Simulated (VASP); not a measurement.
A run of VASP 6.6.1 is set up as follows.

INCAR

```
  PREC = Accurate
  ENCUT = 520
  EDIFF = 1E-6
  ISMEAR = -1
  SIGMA = 0.1
  LREAL = F
  LASPH = T
  NELM = 100
  ALGO = Normal
  ISIF = 2
  LWAVE = F
  LCHARG = F
  NBANDS = 8
```

KPOINTS

```
regular mesh
0
Gamma
  22 22 22
```

File POSCAR:

```
C
1.0
   -1.1317125816      1.1317125816      1.1317125816
    1.1317125816     -1.1317125816      1.1317125816
    1.1317125816      1.1317125816     -1.1317125816
C
1
Direct
    0.0000000000      0.0000000000      0.0000000000
```

Potentials or basis: VASP PAW LDA potentials, release 64 (C).

Run with:

```bash
$ cat potpaw_LDA.64/C/POTCAR > POTCAR
$ mpirun -np 1 vasp_std > vasp.out
```

(1) What does it give for the pressure?

(2) Predict the band gap on the k mesh.

## Answers

(1) 23.2 GPa.

(2) zero (band 2 reaches 20.94 eV, above the bottom of band 3 at 5.40 eV).
